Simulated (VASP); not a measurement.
Set up this calculation in VASP 6.6.1, as the native input.

* Task: relaxation of the atoms
* Functional: PBE
* Potentials or basis: VASP PAW PBE potentials, release 64 (Al)
* Cutoff: 520 eV
* k mesh: 3 × 3 × 1
* Occupations: gaussian, width 0.1 eV
* Spin: no spin polarisation
* Dipole correction: yes
* Atoms held fixed (from 0): [0, 1, 2, 3, 4, 5, 6, 7, 8]
* Further INCAR settings: LREAL = Auto; ALGO = Fast; EDIFF = 1e-07; IBRION = 2; EDIFFG = -0.03; NSW = 90

The structure of Al lies in POSCAR:

```
Al
1.0
    8.5714541521      0.0000000000      0.0000000000
   -4.2857270760      7.4230970431      0.0000000000
    0.0000000000      0.0000000000     20.6657086725
Al
27
Selective dynamics
Direct
    0.2222222222      0.1111111111      0.3871147187  F F F
    0.2222222222      0.4444444444      0.3871147187  F F F
    0.2222222222      0.7777777778      0.3871147187  F F F
    0.5555555556      0.1111111111      0.3871147187  F F F
    0.5555555556      0.4444444444      0.3871147187  F F F
    0.5555555556      0.7777777778      0.3871147187  F F F
    0.8888888889      0.1111111111      0.3871147187  F F F
    0.8888888889      0.4444444444      0.3871147187  F F F
    0.8888888889      0.7777777778      0.3871147187  F F F
    0.4444444444      0.2222222222      0.5000000000  T T T
    0.4444444444      0.5555555556      0.5000000000  T T T
    0.4444444444      0.8888888889      0.5000000000  T T T
    0.7777777778      0.2222222222      0.5000000000  T T T
    0.7777777778      0.5555555556      0.5000000000  T T T
    0.7777777778      0.8888888889      0.5000000000  T T T
    0.1111111111      0.2222222222      0.5000000000  T T T
    0.1111111111      0.5555555556      0.5000000000  T T T
    0.1111111111      0.8888888889      0.5000000000  T T T
    0.6666666667      0.3333333333      0.6128852813  T T T
    0.6666666667      0.6666666667      0.6128852813  T T T
    0.6666666667      0.0000000000      0.6128852813  T T T
    0.0000000000      0.3333333333      0.6128852813  T T T
    0.0000000000      0.6666666667      0.6128852813  T T T
    0.0000000000      0.0000000000      0.6128852813  T T T
    0.3333333333      0.3333333333      0.6128852813  T T T
    0.3333333333      0.6666666667      0.6128852813  T T T
    0.3333333333      0.0000000000      0.6128852813  T T T
```

One way to write it, as run:

INCAR

```
PREC = Accurate
ENCUT = 520
EDIFF = 1E-7
ISMEAR = 0
SIGMA = 0.1
LREAL = Auto
LASPH = True
NELM = 80
ALGO = Fast
ISIF = 2
LWAVE = False
LCHARG = False
LDIPOL = True
IDIPOL = 3
DIPOL = 0.5 0.5 0.500
GGA = PE
IBRION = 2
NSW = 90
EDIFFG = -0.03
```

KPOINTS

```
regular mesh
0
Gamma
  3 3 1
```

Potentials or basis: VASP PAW PBE potentials, release 64 (Al).

Launch:

```console
$ cat potpaw_PBE.64/Al/POTCAR > POTCAR
$ mpirun -np 1 vasp_std > vasp.out
```

It gave:

- Energy gained by relaxing: 2.4 meV/atom
- Ionic steps: 9
- Band gap on the k mesh: zero (an odd number of electrons rules out a gap without spin polarisation)

Wall time 61 min on 1 thread of Oxide Virtual Turin-like Processor (shared host), peak memory 1.3 GiB.
